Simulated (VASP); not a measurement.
Here is a VASP 6.6.1 calculation.

POSCAR

```
P
1.0
    3.2170000000      0.0000000000      0.0000000000
   -1.6085000000      2.7860037240      0.0000000000
    0.0000000000      0.0000000000     28.0000000000
P
2
Direct
    0.3333333333      0.6666666667      0.5327678571
    0.6666666667      0.3333333333      0.4672321429
```

INCAR.step1

```
  ALGO = Normal
  DIPOL = 0.5 0.5 0.500
  EDIFF = 1E-4
  ENCUT = 520
  GGA = PE
  IDIPOL = 3
  ISMEAR = 0
  LASPH = True
  LCHARG = False
  LDIPOL = True
  LREAL = False
  LWAVE = True
  NBANDS = 12
  NELM = 60
  PREC = Accurate
  SIGMA = 0.02
```

INCAR.step2

```
  ALGO = Normal
  DIPOL = 0.5 0.5 0.500
  EDIFF = 1E-6
  ENCUT = 520
  IDIPOL = 3
  ISIF = 2
  ISMEAR = 0
  ISTART = 1
  LASPH = True
  LCHARG = False
  LDIPOL = True
  LMIXTAU = True
  LREAL = False
  LWAVE = False
  METAGGA = R2SCAN
  NBANDS = 12
  NELM = 60
  PREC = Accurate
  SIGMA = 0.02
```

Contents of KPOINTS:

```
k-points
0
Gamma
  9 9 1
```

Potentials or basis: VASP PAW PBE potentials, release 64 (P).

Run with:

```sh
$ cat potpaw_PBE.64/P/POTCAR > POTCAR
$ cp INCAR.step1 INCAR
$ mpirun -np 1 vasp_std > vasp.out
$ cp INCAR.step2 INCAR
$ mpirun -np 1 vasp_std > vasp.out
```

**Question.** What does it give for the band gap on the k mesh?

**Answer.** Zero (bands 5 and 6 overlap by 2.01 eV).

**Question.** Estimate the largest force.

**Answer.** 4.306 eV/Å.

Forces on the atoms (eV/Å):
```
P    0.000  0.000 -4.306
P    0.000  0.000  4.306
```

Caveat: the PAW data sets were made with another functional, which shifts forces and pressure a little.
